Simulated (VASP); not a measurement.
Set up this calculation in VASP 6.6.1, as the native input.

- Task: single point
- Functional: BLYP
- Potentials or basis: VASP PAW PBE potentials, release 64 (Ga_d, P)
- Cutoff: 520 eV
- k mesh: 6 × 6 × 6
- Occupations: gaussian, width 0.01 eV
- Spin: no spin polarisation
- Dipole correction: no
- Further INCAR settings: ALGO = Normal; EDIFF = 1e-06; NBANDS = 16

The structure of GaP lies in POSCAR:

```
GaP
1.0
    3.8540860000      0.0000000000      0.0000000000
    1.9270430000      3.3377363844      0.0000000000
    1.9270430000      1.1125787948      3.1468480416
Ga P
1 1
Direct
    0.0000000000      0.0000000000      0.0000000000
    0.2500000000      0.2500000000      0.2500000000
```

One way to write it, as run:

INCAR

```
PREC     = Accurate       # precision mode
ENCUT    = 520            # plane-wave cutoff, eV
EDIFF    = 1E-6           # SCF threshold, eV
ISMEAR   = 0              # smearing method
SIGMA    = 0.01           # smearing width, eV
LREAL    = False          # projectors in reciprocal space
LASPH    = True           # aspherical terms in the spheres
NELM     = 60             # most SCF steps
ALGO     = Normal         # electronic algorithm
ISIF     = 2              # what is computed and relaxed
LWAVE    = False          # write WAVECAR
LCHARG   = False          # write CHGCAR
GGA      = B5             # functional
ALDAX    = 1.0          
AGGAX    = 1.0          
AGGAC    = 1.0          
ALDAC    = 0.0          
NBANDS   = 16             # bands
```

KPOINTS

```
Automatic mesh
0
Gamma
  6 6 6
```

Potentials or basis: VASP PAW PBE potentials, release 64 (Ga_d, P).

The run is started by

```console
$ cat potpaw_PBE.64/Ga_d/POTCAR potpaw_PBE.64/P/POTCAR > POTCAR
$ mpirun -np 1 vasp_std > vasp.out
```

It gave:

```yaml
Pressure: 6.5 GPa
Band_gap_on_the_k_mesh: 1.68 eV, indirect (least direct gap 1.73 eV)
```

Caveat: the PAW data sets were made with another functional, which shifts forces and pressure a little.

Run time: 13 s on 1 thread of Intel(R) Xeon(R) 6975P-C (Granite Rapids), with other jobs on the host, peak memory 0.16 GiB.
